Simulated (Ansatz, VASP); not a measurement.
Given: the input of a run of VASP 6.6.1 on Ni.

Contents of INCAR:

```
PREC = Accurate
ENCUT = 600
EDIFF = 1E-6
ISMEAR = -1
SIGMA = 0.05
LREAL = F
LASPH = T
NELM = 200
ALGO = Normal
ISIF = 2
LWAVE = F
LCHARG = F
ISPIN = 2
MAGMOM = 0.5 0.5
LORBIT = 11
NUPDOWN = 1.0
LMAXMIX = 4
GGA = PE
NBANDS = 21
GGA_COMPAT = F
```

The input KPOINTS:

```
regular mesh
0
Gamma
  12 12 7
```

The input POSCAR:

```
Ni
1.0
    2.4480228978      0.0000000000      0.0000000000
   -1.2240114489      2.1200500186      0.0000000000
    0.0000000000      0.0000000000      4.0728075700
Ni
2
Direct
    0.6666666667      0.3333333333      0.7500000000
    0.3333333333      0.6666666667      0.2500000000
```

Potentials or basis: VASP PAW PBE potentials, release 64 (Ni).

Run with:

```sh
$ cat potpaw_PBE.64/Ni/POTCAR > POTCAR
$ mpirun -np 1 vasp_std > vasp.out
```

Question: Set up the same calculation for Ansatz 0.2.0. Potentials there: all-electron LAPW, scalar-relativistic.

Answer: As run (the cutoff follows the program's own potentials):

input.yaml

```yaml
crystal:
  lattice:
    - [2.4480228978, 0.0, 0.0]
    - [-1.2240114489, 2.1200500186, 0.0]
    - [0.0, 0.0, 4.07280757]
  atoms:
    - { symbol: Ni, position: [0.6666666667, 0.3333333333, 0.75], spin: 0.5 }
    - { symbol: Ni, position: [0.3333333333, 0.6666666667, 0.25], spin: 0.5 }
kpoints:
  mp_grid: { grid: [12, 12, 7] }
scf:
  occupations: { method: fermi_dirac, width: 0.05 }
hamiltonian:
  xc: pbe
  pseudopotentials: { kind: all_electron, lapw: { basis_error: 0.001 } }
magnetization:
  spin_polarized: true
  initial_magnetization: 1.0
  spin_locking: { lock_magnetization: hard }
output:
  forces: true
  stress: true
  eigenvalues: true
```

Potentials or basis: all-electron LAPW, scalar-relativistic.

Command:

```console
$ ansatz run input.yaml --threads 2 --pin off --max-ram 6144MiB --backend cpu --events-out ev --progress --plain --runs-dir out
```

Both were run:

|  | VASP | Ansatz | Ansatz less VASP |
| --- | --- | --- | --- |
| pressure (GPa) | 6.3 | 6.5 | +0.16 |
| traceless stress, the component that is largest in VASP (GPa) | -1.74 | -1.69 | +0.042 |
| size of the moment on the site where the two differ most (μB) | 0.51 | 0.52 | +0.014 |

Site moments also hang on the region over which each program counts them. Ansatz ran all-electron here, and VASP with PAW potentials.
